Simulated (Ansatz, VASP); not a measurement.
## Two plane-wave programs on InSb

The input INCAR:

```
SYSTEM = InSb
PREC = Accurate
ENCUT = 520
EDIFF = 1E-6
ISMEAR = 0
SIGMA = 0.15
LREAL = .FALSE.
LASPH = .TRUE.
NELM = 60
ALGO = Normal
ISIF = 2
LWAVE = .FALSE.
LCHARG = .FALSE.
GGA = PS
NBANDS = 16
```

KPOINTS

```
regular mesh
0
G
  12 12 12
  0 0 0
```

Contents of POSCAR:

```
InSb
1.0
    0.0000000000      3.1905135000      3.3362730000
    3.1905135000      0.0000000000      3.3362730000
    3.1905135000      3.1905135000      0.0000000000
In Sb
1 1
Direct
    0.0000000000      0.0000000000      0.0000000000
    0.7500000000      0.7500000000      0.7500000000
```

Input for Ansatz:

```yaml
crystal:
  lattice:
    - [0.0, 3.1905135, 3.336273]
    - [3.1905135, 0.0, 3.336273]
    - [3.1905135, 3.1905135, 0.0]
  atoms:
    - { symbol: In, position: [0.0, 0.0, 0.0] }
    - { symbol: Sb, position: [0.75, 0.75, 0.75] }
basis:
  ecutwfc: 420
kpoints:
  mp_grid: { grid: [12, 12, 12] }
hamiltonian:
  xc: pbesol
scf:
  occupations: { method: gaussian, width: 0.15 }
output:
  forces: true
  stress: true
  eigenvalues: true
  write_density: true
  write_potential: true
  elf: true
  volumetric_format: npy
```

Change from the starting cell: strain -0.015 along x and y, +0.030 along z, atoms carried along.

Alike in both runs: task single point; functional PBEsol; k mesh 12 × 12 × 12; occupations gaussian, width 0.15 eV; no spin polarisation.

```csv
,VASP,Ansatz
version,VASP 6.6.1,Ansatz 0.2.0
potentials or method,"VASP PAW PBE potentials, release 64 (In_d, Sb), cutoff 520 eV","scalar-relativistic, plane waves, PAW"
valence electrons in the cell,18,28
```

|  | VASP | Ansatz | Ansatz less VASP |
| --- | --- | --- | --- |
| gap on the k mesh at the Fermi level (eV) | none | none | - |
| pressure (GPa) | 0.9 | 0.8 | -0.02 |
| traceless stress, the component that is largest in VASP (GPa) | -0.90 | -0.89 | +0.001 |

VASP's potentials were made for PBE, not for PBEsol. A gap of «none» marks a metal or a gap that the smearing closes. The functional is the same, so the differences come from potentials, cutoffs and numerics. VASP's potentials hold 18 valence electrons a cell and Ansatz's 28, so a difference there can come from the potentials and not from the codes.

Spin-orbit coupling is off throughout.
